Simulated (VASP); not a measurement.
Wanted: the native input for a VASP 6.6.1 run.

| Item | Value |
| --- | --- |
| Task | single point |
| Functional | PBEsol |
| Potentials or basis | VASP PAW PBE potentials, release 64 (Mo_sv) |
| Cutoff | 520 eV |
| k mesh | 24 × 24 × 24 |
| Occupations | gaussian, width 0.15 eV |
| Spin | no spin polarisation |
| Dipole correction | no |
| Further INCAR settings | ALGO = Fast; EDIFF = 1e-06; NBANDS = 13 |

The structure of Mo lies in POSCAR:

```
Mo
1.0
    2.7423354202      0.0000000000      0.0342791928
   -1.3711677101      2.3749321396     -0.0171395964
    0.0311508884      0.0000000000      2.4920710759
Mo
1
Direct
    0.0000000000      0.0000000000      0.5000000000
```

This cell differs from its parent crystal: strain +0.0250 x Voigt [0, 0, 0, 0, 1, 0].

One way to write it, as run:

INCAR

```
SYSTEM = Mo
ALGO = Fast ; EDIFF = 1E-6
ENCUT = 520 ; GGA = PS
ISIF = 2 ; ISMEAR = 0
LASPH = .True. ; LCHARG = .False.
LREAL = .False. ; LWAVE = .False.
NBANDS = 13 ; NELM = 60
PREC = Accurate ; SIGMA = 0.15
```

KPOINTS

```
k-points
0
Gamma
  24 24 24
  0 0 0
```

Potentials or basis: VASP PAW PBE potentials, release 64 (Mo_sv).

The run is started by

```sh
$ cat potpaw_PBE.64/Mo_sv/POTCAR > POTCAR
$ mpirun -np 1 vasp_std > vasp.out
```

Results of the run:

```yaml
Pressure: 0.7 GPa
Band_gap_on_the_k_mesh: zero (bands 7 and 8 overlap by 1.94 eV)
```

Caveat: the cell differs from its parent crystal (strain +0.0250 x Voigt [0, 0, 0, 0, 1, 0]); the PAW data sets were made with another functional, which shifts forces and pressure a little.

It took 14 min on 1 thread of Oxide Virtual Turin-like Processor (shared host), peak memory 0.71 GiB.
